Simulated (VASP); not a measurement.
# GaGe3 (Fm-3m) in VASP: vibrations by perturbation theory with PBEsol

Aim: the vibrations by perturbation theory of GaGe3 with PBEsol.

Everything below comes from runs of VASP 6.6.1. Logs are shortened: lines on timing, memory, paths and dates and some standing lists are left out, and cuts for length are marked.

## 1. The cell of the first run

The structure is cubic, space group Fm-3m (No. 225). The conventional cell has a = 6.774 Å, b = 6.774 Å, c = 6.774 Å, α = 90.00°, β = 90.00°, γ = 90.00°. Within 3.9 Å of Ge (site symmetry m-3m) lie 8 Ge at 2.93 Å and 6 Ga at 3.39 Å. Within 3.9 Å of Ge (site symmetry -43m) lie 10 Ge at 2.93 to 3.39 Å and 4 Ga at 2.93 Å. Ga (site symmetry m-3m) has 14 Ge at 2.93 to 3.39 Å within 3.9 Å.

## 2. Vibrations by perturbation theory, PBEsol

Contents of INCAR:

```
SYSTEM = GaGe3
ALGO = Normal ; EDIFF = 1E-8
ENCUT = 520 ; GGA = PS
IBRION = 8 ; ISIF = 2
ISMEAR = -1 ; LASPH = .True.
LCHARG = .False. ; LREAL = .False.
LWAVE = .False. ; NBANDS = 36
NELM = 100 ; NSW = 1
PREC = Accurate ; SIGMA = 0.05
```

Contents of KPOINTS:

```
k-points
0
Gamma
  7 7 7
  0 0 0
```

Contents of POSCAR:

```
GaGe3
1.0
    0.0000000000      3.3871670000      3.3871670000
    3.3871670000      0.0000000000      3.3871670000
    3.3871670000      3.3871670000      0.0000000000
Ge Ga
3 1
Direct
    0.5000000000      0.5000000000      0.5000000000
    0.7500000000      0.7500000000      0.7500000000
    0.2500000000      0.2500000000      0.2500000000
    0.0000000000      0.0000000000      0.0000000000
```

Potentials or basis: VASP PAW PBE potentials, release 64 (Ge_d, Ga_d).

On the command line:

```
$ cat potpaw_PBE.64/Ge_d/POTCAR potpaw_PBE.64/Ga_d/POTCAR > POTCAR
$ mpirun -np 1 vasp_std > vasp.out
```

OUTCAR:

```text
SYSTEM = GaGe3
   EDIFF = 1E-8
   ENCUT = 520
   GGA = PS
   IBRION = 8
   ISIF = 2
   ISMEAR = -1
   LASPH = .True.
   LREAL = .False.
   NELM = 100
   NSW = 1
   PREC = Accurate

 ion  position               nearest neighbor table
   1  0.500  0.500  0.500-
   2  0.750  0.750  0.750-
   3  0.250  0.250  0.250-
   4  0.000  0.000  0.000-

  LATTYP: Found a face centered cubic cell.
 ALAT       =     6.7743340000

  Lattice vectors:

 A1 = (   0.0000000000,   3.3871670000,   3.3871670000)
 A2 = (   3.3871670000,   0.0000000000,   3.3871670000)
 A3 = (   3.3871670000,   3.3871670000,   0.0000000000)

Analysis of symmetry for initial positions (statically):
=====================================================================
 Subroutine PRICEL returns:
 Original cell was already a primitive cell.

 Routine SETGRP: Setting up the symmetry group for a
 face centered cubic supercell.

 Subroutine GETGRP returns: Found 48 space group operations
 (whereof 48 operations were pure point group operations)
 out of a pool of 48 trial point group operations.

The static configuration has the point symmetry O_h .

Analysis of symmetry for dynamics (positions and initial velocities):
=====================================================================
 Subroutine PRICEL returns:
 Original cell was already a primitive cell.

 Routine SETGRP: Setting up the symmetry group for a
 face centered cubic supercell.

 Subroutine GETGRP returns: Found 48 space group operations
 (whereof 48 operations were pure point group operations)
 out of a pool of 48 trial point group operations.

The dynamic configuration has the point symmetry O_h .

 Subroutine INISYM returns: Found 48 space group operations
 (whereof 48 operations are pure point group operations),
 and found     1 'primitive' translations

----------------------------------------------------------------------------------------

                                     Primitive cell

  volume of cell :      77.7213

  direct lattice vectors                    reciprocal lattice vectors
     0.000000000  3.387167000  3.387167000    -0.147615987  0.147615987  0.147615987
     3.387167000  0.000000000  3.387167000     0.147615987 -0.147615987  0.147615987
     3.387167000  3.387167000  0.000000000     0.147615987  0.147615987 -0.147615987

  length of vectors
     4.790177509  4.790177509  4.790177509     0.255678390  0.255678390  0.255678390

  position of ions in fractional coordinates (direct lattice)
     0.500000000  0.500000000  0.500000000
     0.750000000  0.750000000  0.750000000
     0.250000000  0.250000000  0.250000000
     0.000000000  0.000000000  0.000000000

  ion indices of the primitive-cell ions
   primitive index   ion index
                 1           1
                 2           2
                 3           3
                 4           4

----------------------------------------------------------------------------------------

 KPOINTS: k-points

[... 100 lines left out ...]

 number of electron      55.0000038 magnetization

 Free energy of the ion-electron system (eV)
  ---------------------------------------------------
  ext. energy  EPLUGINS =         0.00000000
  ---------------------------------------------------
  free energy    TOTEN  =       -17.33184519 eV

  energy without entropy =      -17.32239229  energy(sigma->0) =      -17.32711874

 E-fermi :   5.9627     XC(G=0): -11.2223

 val. band max:        5.8730893351   @ k =  -0.4286   0.1429   0.0000
 cond. band min:       6.0514119430   @ k =   0.4286   0.2857   0.0000
 fundamental gap:      0.1783226079
 Fermi energy:         5.9627126873

 k-point     1 :       0.0000    0.0000    0.0000
  band No.  band energies     occupation
      1     -18.6218      2.00000
      2     -18.6218      2.00000
      3     -18.6158      2.00000
      4     -18.6158      2.00000
      5     -18.6158      2.00000
      6     -18.5962      2.00000
[... 769 lines left out ...]
     35      12.6281      0.00000
     36      12.9294      0.00000

------------------------ aborting loop because EDIFF is reached ----------------------------------------

  FORCE on cell =-STRESS in cart. coord.  units (eV):
  Direction    XX          YY          ZZ          XY          YZ          ZX
  --------------------------------------------------------------------------------------
  -------------------------------------------------------------------------------------
  Total       -1.8907461     -1.8907461     -1.8907461     -0.0000000     -0.0000000      0.0000000
  in kB      -38.9766027    -38.9766027    -38.9766027     -0.0000000     -0.0000000      0.0000000
  external PRESSURE =     -38.9766027 kB  Pullay stress =       0.0000000 kB

 VOLUME and BASIS-vectors are now :
 -----------------------------------------------------------------------------
  energy-cutoff  :      520.00
  volume of cell :       77.72
      direct lattice vectors                 reciprocal lattice vectors
     0.000000000  3.387167000  3.387167000    -0.147615987  0.147615987  0.147615987
     3.387167000  0.000000000  3.387167000     0.147615987 -0.147615987  0.147615987
     3.387167000  3.387167000  0.000000000     0.147615987  0.147615987 -0.147615987

 POSITION                                       TOTAL-FORCE (eV/Angst)
 -----------------------------------------------------------------------------------
      3.38717      3.38717      3.38717        -0.000000      0.000000      0.000000
      5.08075      5.08075      5.08075        -0.000000     -0.000000     -0.000000
      1.69358      1.69358      1.69358         0.000000     -0.000000      0.000000
      0.00000      0.00000      0.00000        -0.000000      0.000000      0.000000
 -----------------------------------------------------------------------------------
    total drift:                                0.000000      0.000000      0.000000

  FREE ENERGIE OF THE ION-ELECTRON SYSTEM (eV)
  ---------------------------------------------------
  free  energy   TOTEN  =       -17.3318451868 eV

  energy  without entropy=      -17.3223922926  energy(sigma->0) =      -17.32711874

[... ionic steps 2 to 12 ...]

--------------------------------------- Ionic step       13  -------------------------------------------

 Free energy of the ion-electron system (eV)
  ---------------------------------------------------
  ---------------------------------------------------
  free energy    TOTEN  =        -0.16606723 eV

  energy without entropy =       -0.16606723

------------------------ aborting loop because EDIFF is reached ----------------------------------------

 INTERNAL STRAIN TENSOR  FOR ION    4  DIRECTION 1   (eV/Angst):
 -----------------------------------------------------------------------------
     0.10439 -0.00000 -0.00000
    -0.00000 -0.04906 -0.00000
     0.00000 -0.00000 -0.04906

 INTERNAL STRAIN TENSOR FOR ION    4 for displacements in x,y,z  (eV/Angst):
          X           Y           Z          XY          YZ          ZX
  --------------------------------------------------------------------------------
  x     0.00000     0.00000     0.00000     0.00000     0.00000     0.00000
  y     0.00000     0.00000     0.00000     0.00000     0.00000     0.00000
  z     0.00000     0.00000     0.00000     0.00000     0.00000     0.00000

 SECOND DERIVATIVES (NOT SYMMETRIZED)
 ------------------------------------
               1X          1Y          1Z          2X          2Y          2Z          3X          3Y          3Z          4X          4Y          4Z
  1X    -1.394167    0.000000    0.000000    0.504788    0.000000    0.000000    0.504788    0.000000    0.000000    0.384592    0.000000    0.000000
  1Y     0.000000   -1.394167    0.000000    0.000000    0.504788    0.000000    0.000000    0.504788    0.000000    0.000000    0.384592    0.000000
  1Z     0.000000    0.000000   -1.394167    0.000000    0.000000    0.504788    0.000000    0.000000    0.504788    0.000000    0.000000    0.384592
  2X     0.531254    0.000000    0.000000   -1.547666    0.000000    0.000000    0.365242    0.000000    0.000000    0.651169    0.000000    0.000000
  2Y     0.000000    0.531254    0.000000    0.000000   -1.547666    0.000000    0.000000    0.365242    0.000000    0.000000    0.651169    0.000000
  2Z     0.000000    0.000000    0.531254    0.000000    0.000000   -1.547666    0.000000    0.000000    0.365242    0.000000    0.000000    0.651169
  3X     0.531254    0.000000    0.000000    0.365242    0.000000    0.000000   -1.547666    0.000000    0.000000    0.651169    0.000000    0.000000
  3Y     0.000000    0.531254    0.000000    0.000000    0.365242    0.000000    0.000000   -1.547666    0.000000    0.000000    0.651169    0.000000
  3Z     0.000000    0.000000    0.531254    0.000000    0.000000    0.365242    0.000000    0.000000   -1.547666    0.000000    0.000000    0.651169
  4X     0.368497    0.000000    0.000000    0.655252    0.000000    0.000000    0.655252    0.000000    0.000000   -1.679001    0.000000    0.000000
  4Y     0.000000    0.368497    0.000000    0.000000    0.655252    0.000000    0.000000    0.655252    0.000000    0.000000   -1.679001    0.000000
  4Z     0.000000    0.000000    0.368497    0.000000    0.000000    0.655252    0.000000    0.000000    0.655252    0.000000    0.000000   -1.679001

 Eigenvectors and eigenvalues of the dynamical matrix
 ----------------------------------------------------

   1 f  =    2.884624 THz    18.124629 2PiTHz   96.220707 cm-1    11.929842 meV
             X         Y         Z           dx          dy          dz
      3.387167  3.387167  3.387167     0.114858    0.125507    0.013079
      5.080750  5.080750  5.080750    -0.305951   -0.334319   -0.034839
      1.693583  1.693583  1.693583    -0.305951   -0.334319   -0.034839
      0.000000  0.000000  0.000000     0.502692    0.549300    0.057242
[... 71 lines left out ...]
  12 f/i=    0.015727 THz     0.098818 2PiTHz    0.524610 cm-1     0.065043 meV
             X         Y         Z           dx          dy          dz
      3.387167  3.387167  3.387167     0.502359   -0.068863   -0.015648
      5.080750  5.080750  5.080750     0.495094   -0.067867   -0.015421
      1.693583  1.693583  1.693583     0.495094   -0.067867   -0.015421
      0.000000  0.000000  0.000000     0.487873   -0.066878   -0.015197

--------------------------------------------------------------------------------------------------------

 ELASTIC MODULI CONTR FROM IONIC RELAXATION (kBar)
 Direction    XX          YY          ZZ          XY          YZ          ZX
 --------------------------------------------------------------------------------
 XX          -0.0000      0.0000      0.0000      0.0000     -0.0000      0.0000
 YY           0.0000     -0.0000      0.0000      0.0000      0.0000     -0.0000
 ZZ           0.0000      0.0000     -0.0000     -0.0000      0.0000      0.0000
 XY           0.0000      0.0000     -0.0000     -4.5766      0.0000      0.0000
 YZ          -0.0000      0.0000      0.0000      0.0000     -4.5766      0.0000
 ZX           0.0000     -0.0000      0.0000      0.0000      0.0000     -4.5766
 --------------------------------------------------------------------------------
```

Wall time 11 min (1 thread of Intel Xeon Platinum 8259CL at 2.50GHz (Skylake/Cascade Lake), shared host); peak memory 0.49 GiB.

Results:

| Quantity | Value |
| --- | --- |
| Highest phonon frequency at Γ | 96 cm⁻¹ |

Phonon frequencies in cm⁻¹ (negative: imaginary):
```csv
q point,frequencies
"(0.000, 0.000, 0.000)",-1 -1 -1 83 83 83 85 85 85 96 96 96
```

Caveat: the cell stands under pressure or tension, which shifts response properties; the PAW data sets were made with another functional, which shifts forces and pressure a little.
